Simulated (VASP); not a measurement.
ZrAl3B3N:

```
Zr Al B N
1.0
     3.39500    1.96010    2.77000
    -3.39500    1.96010    2.77000
     0.00000   -3.92021    2.77000
Zr Al B N
1 3 3 1
Direct
  0.00000 0.00000 0.00000
  0.50000 0.50000 0.00000
  0.00000 0.50000 0.50000
  0.50000 0.00000 0.50000
  0.75000 0.75000 0.25000
  0.25000 0.75000 0.75000
  0.75000 0.25000 0.75000
  0.25000 0.25000 0.25000
```

- Program: VASP 6.6.1
- Task: relaxation of cell and atoms
- Functional: PBE
- Potentials or basis: VASP PAW PBE potentials, release 64 (Zr_sv, Al, B, N)
- Cutoff: 600 eV
- k mesh: 3 × 3 × 3
- Occupations: gaussian, width 0.15 eV
- Spin: no spin polarisation

At the start: pressure 11.0 GPa; volume 13.82 Å³/atom.

Task: How do energy, volume and symmetry change on relaxing?

Result: Over 29 steps the energy falls by 589.3 meV/atom and the volume is 13.85 Å³/atom (+0.2 %); space group R3m (No. 160, to 0.1 Å) before and after.

The path:
| step | energy change (eV) | largest force (eV/Å) | pressure (GPa) | volume (Å³) |
| --- | --- | --- | --- | --- |
| 1 | 0.0000 | 2.7654 | 11.02 | 110.60 |
| 2 | -1.6340 | 1.4270 | -5.78 | 126.53 |
| 3 | -1.6403 | 1.3664 | -6.43 | 127.45 |
| 4 | -2.1917 | 0.9938 | -0.96 | 120.46 |
| 5 | -2.2021 | 1.3122 | 0.10 | 119.46 |
| 6 | -2.4123 | 1.1207 | 0.61 | 117.64 |
| 7 | -2.5428 | 2.0256 | 1.88 | 115.00 |
| 8 | -2.6730 | 1.7441 | 1.09 | 114.87 |
| 9 | -2.9853 | 1.1859 | -1.41 | 114.41 |
| 10 | -3.2628 | 1.7364 | -5.99 | 113.26 |
| 11 | -3.3850 | 1.8032 | -5.64 | 111.97 |
| 12 | -3.5442 | 1.8893 | -3.13 | 108.11 |
| 13 | -3.5470 | 1.7539 | -4.07 | 109.10 |
| 14 | -3.8016 | 1.6012 | -2.43 | 107.80 |
| 15 | -4.2396 | 1.4136 | 3.93 | 103.95 |
| 16 | -4.2567 | 1.3450 | 6.21 | 102.86 |
| 17 | -4.4412 | 0.8646 | 4.58 | 104.56 |
| 18 | -4.6630 | 0.6870 | 0.64 | 109.67 |
| 19 | -4.6644 | 0.6835 | 0.89 | 109.31 |
| 20 | -4.6914 | 0.4207 | 0.18 | 110.06 |
| 21 | -4.6985 | 0.1505 | -0.36 | 110.72 |
| 22 | -4.7025 | 0.0966 | -0.04 | 110.53 |
| 23 | -4.7036 | 0.1069 | 0.26 | 110.37 |
| 24 | -4.7056 | 0.0840 | 0.04 | 110.55 |
| 25 | -4.7073 | 0.2100 | -0.39 | 110.92 |
| 26 | -4.7085 | 0.1957 | -0.36 | 110.91 |
| 27 | -4.7114 | 0.1516 | -0.25 | 110.87 |
| 28 | -4.7139 | 0.0935 | -0.04 | 110.81 |
| 29 | -4.7147 | 0.0393 | 0.06 | 110.77 |

Final structure:
```xyz
8
Lattice="3.2032 1.8494 3.1165 -3.2032 1.8494 3.1165 0.0000 -3.6987 3.1165" Properties=species:S:1:pos:R:3 pbc="T T T"
Zr    0.0000    0.0000    0.1485
Al    0.0000    1.5976    3.2607
Al   -1.3836   -0.7988    3.2607
Al    1.3836   -0.7988    3.2607
B     0.0000    1.0334    5.3140
B    -0.8950   -0.5167    5.3140
B     0.8950   -0.5167    5.3140
N     0.0000    0.0000    2.1762
```

Caveat: the k points lie up to 0.44 Å⁻¹ apart in the final cell, too coarse for converged energies and pressures of a metal; an odd number of electrons without spin polarisation forces a metal; a magnetic or distorted state may lie lower; the relaxation stopped at a loose force limit of 0.08 eV/Å, so its end isn't a converged minimum.
